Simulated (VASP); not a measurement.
A run of VASP 6.6.1:

The input INCAR:

```
PREC     = Accurate       # precision mode
ENCUT    = 520            # plane-wave cutoff, eV
EDIFF    = 1E-7           # SCF threshold, eV
ISMEAR   = 0              # smearing method
SIGMA    = 0.01           # smearing width, eV
LREAL    = F              # projectors in reciprocal space
LASPH    = T              # aspherical terms in the spheres
NELM     = 80             # most SCF steps
ALGO     = Normal         # electronic algorithm
ISIF     = 2              # what is computed and relaxed
LWAVE    = F              # write WAVECAR
LCHARG   = T              # write CHGCAR
GGA      = PS             # functional
LELF     = T              # ELF
LVHAR    = T            
NBANDS   = 16             # bands
```

The input KPOINTS:

```
regular mesh
0
Gamma
  7 7 7
```

File POSCAR:

```
GaN
1.0
    0.0000000000      2.2230445503      2.2230445503
    2.2230445503      0.0000000000      2.2230445503
    2.2230445503      2.2230445503      0.0000000000
Ga N
1 1
Direct
    0.0000000000      0.0000000000      0.0000000000
    0.7500000000      0.7500000000      0.7500000000
```

Potentials or basis: VASP PAW PBE potentials, release 64 (Ga_d, N).

Launch:

```bash
$ cat potpaw_PBE.64/Ga_d/POTCAR potpaw_PBE.64/N/POTCAR > POTCAR
$ mpirun -np 1 vasp_std > vasp.out
```

Hardware: 1 thread of Intel Xeon 6975P-C, with other jobs on the host.

**Question.** How long does it take, and how much memory?

**Answer.** Run time: 4.9 s on 1 thread of Intel Xeon 6975P-C, with other jobs on the host, peak memory 0.14 GiB. Counts: scf iterations 13, k points 20.
